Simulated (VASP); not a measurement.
Here is a VASP 6.6.1 calculation.

The input INCAR:

```
PREC = Accurate
ENCUT = 600
EDIFF = 1E-7
ISMEAR = 0
SIGMA = 0.02
LREAL = F
LASPH = T
NELM = 80
ALGO = Normal
ISIF = 3
LWAVE = F
LCHARG = F
GGA = PE
IBRION = 2
NSW = 100
EDIFFG = -0.01
```

File KPOINTS:

```
Automatic mesh
0
Gamma
  6 6 6
```

The input POSCAR:

```
BeH8
1.0
    4.1863582348      2.4169950538      3.6044151386
   -4.1863582348      2.4169950538      3.6044151386
    0.0000000000     -4.8339901075      3.6044151387
Be H
1 8
Direct
    0.0017819911      0.0017819911      0.0017819911
    0.1816409773      0.2712992089      0.6223719662
    0.6223719662      0.1816409773      0.2712992089
    0.2712992089      0.6223719662      0.1816409773
    0.6223719662      0.2712992089      0.1816409773
    0.2712992089      0.1816409773      0.6223719662
    0.1816409773      0.6223719662      0.2712992089
    0.1253161753      0.1253161753      0.1253161753
    0.8778125988      0.8778125988      0.8778125988
```

Potentials or basis: VASP PAW PBE potentials, release 64 (Be, H).

The run is started by

```sh
$ cat potpaw_PBE.64/Be/POTCAR potpaw_PBE.64/H/POTCAR > POTCAR
$ mpirun -np 1 vasp_std > vasp.out
```

Problem. Estimate the band gap on the k mesh.

Solution. 5.57 eV (least direct gap 5.68 eV).

Final structure:
```yaml
crystal:
  lattice:
    - [4.18647, 2.41706, 3.60398]
    - [-4.18647, 2.41706, 3.60398]
    - [0.00000, -4.83411, 3.60398]
  atoms:
    - { symbol: Be, position: [0.00178, 0.00178, 0.00178] }
    - { symbol: H, position: [0.18168, 0.27126, 0.62237] }
    - { symbol: H, position: [0.62237, 0.18168, 0.27126] }
    - { symbol: H, position: [0.27126, 0.62237, 0.18168] }
    - { symbol: H, position: [0.62237, 0.27126, 0.18168] }
    - { symbol: H, position: [0.27126, 0.18168, 0.62237] }
    - { symbol: H, position: [0.18168, 0.62237, 0.27126] }
    - { symbol: H, position: [0.12529, 0.12529, 0.12529] }
    - { symbol: H, position: [0.87785, 0.87785, 0.87785] }
```

A k mesh can miss the band edges.
